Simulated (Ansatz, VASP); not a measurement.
# Two plane-wave programs on Ti

```
Ti
1.0
     0.00000    2.05253    2.05253
     2.05253    0.00000    2.05253
     2.05253    2.05253    0.00000
Ti
1
Direct
  0.00000 0.00000 0.00000
```

Alike in both runs: task single point; functional LDA; k mesh 22 × 22 × 22; occupations gaussian, width 0.15 eV; no spin polarisation.

|  | VASP | Ansatz |
| --- | --- | --- |
| version | VASP 6.6.1 | Ansatz 0.2.0 |
| potentials or method | VASP PAW LDA potentials, release 64 (Ti_sv), cutoff 520 eV | scalar-relativistic, plane waves, PAW |
| valence electrons in the cell | 12 | 12 |

```tsv
	VASP	Ansatz	Ansatz less VASP
gap on the k mesh at the Fermi level (eV)	none	none	-
pressure (GPa)	-9.0	-8.2	+0.82
```

Ansatz warns that its potentials were made for another functional, while VASP's fit it. LDA's correlation is that of Perdew and Zunger in VASP and of Perdew and Wang (1992) in Ansatz. A gap of «none» marks a metal or a gap that the smearing closes.
